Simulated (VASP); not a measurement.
Write the native input for VASP 6.6.1 that does the following.

| Property | Result |
| --- | --- |
| Task | single point |
| Functional | PBEsol |
| Potentials or basis | VASP PAW PBE potentials, release 64 (Cu) |
| Cutoff | 520 eV |
| k mesh | 14 × 14 × 8 |
| Occupations | gaussian, width 0.15 eV |
| Spin | no spin polarisation |
| Dipole correction | no |
| Further INCAR settings | ALGO = Fast; EDIFF = 1e-06; NBANDS = 18 |

The structure of Cu lies in POSCAR:

```
Cu
1.0
   -1.5422851389      1.5422857511      1.2596055068
    1.5422896637     -1.5422910245      1.2596159179
    2.9159880196      2.9159899925     -0.0000007955
Cu
2
Direct
    0.0832929054     -0.0832906838      0.0000000568
    0.4167070946      0.5832906838      0.4999999432
```

This isn't the form of Cu at room conditions, which is fcc.

The input as run:

INCAR

```
SYSTEM = Cu
PREC     = Accurate       ! precision mode
ENCUT    = 520            ! plane-wave cutoff, eV
EDIFF    = 1E-6           ! SCF threshold, eV
ISMEAR   = 0              ! smearing method
SIGMA    = 0.15           ! smearing width, eV
LREAL    = .False.        ! projectors in reciprocal space
LASPH    = .True.         ! aspherical terms in the spheres
NELM     = 60             ! most SCF steps
ALGO     = Fast           ! electronic algorithm
ISIF     = 2              ! what is computed and relaxed
LWAVE    = .False.        ! write WAVECAR
LCHARG   = .True.         ! write CHGCAR
GGA      = PS             ! functional
LELF     = .True.         ! ELF
LVHAR    = .True.       
NBANDS   = 18             ! bands
```

KPOINTS

```
regular mesh
0
Gamma
  14 14 8
  0 0 0
```

Potentials or basis: VASP PAW PBE potentials, release 64 (Cu).

The run is started by

```bash
$ cat potpaw_PBE.64/Cu/POTCAR > POTCAR
$ mpirun -np 1 vasp_std > vasp.out
```

Results of the run:

- Pressure: 1.0 GPa
- Band gap on the k mesh: zero (bands 11 and 12 overlap by 5.69 eV)

Caveat: the PAW data sets were made with another functional, which shifts forces and pressure a little.

Run time: 3.8 min on 1 thread of Intel Xeon 8259CL (shared host), peak memory 0.21 GiB.
